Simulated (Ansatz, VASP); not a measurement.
Two plane-wave programs on LiCl

```
CELL_PARAMETERS angstrom
0.00000 2.56477 2.56477
2.56477 0.00000 2.56477
2.56477 2.56477 0.00000
ATOMIC_POSITIONS crystal
Li 0.00000 0.00000 0.00000
Cl 0.50000 0.50000 0.50000
```

Alike in both runs: task single point; functional PBE; k mesh 2 × 2 × 2; occupations gaussian, width 0.15 eV; no spin polarisation.

|  | VASP | Ansatz |
| --- | --- | --- |
| version | VASP 6.6.1 | Ansatz 0.2.0 |
| potentials or method | VASP PAW PBE potentials, release 64 (Li_sv, Cl), cutoff 750 eV | plane waves, PAW |
| valence electrons in the cell | 10 | 10 |

```csv
,VASP,Ansatz,Ansatz less VASP
gap on the k mesh at the Fermi level (eV),6.24,6.23,-0.006
```

The functional is the same, so the differences come from potentials, cutoffs and numerics.

The k mesh is coarse, so the values compare programs but aren't converged.
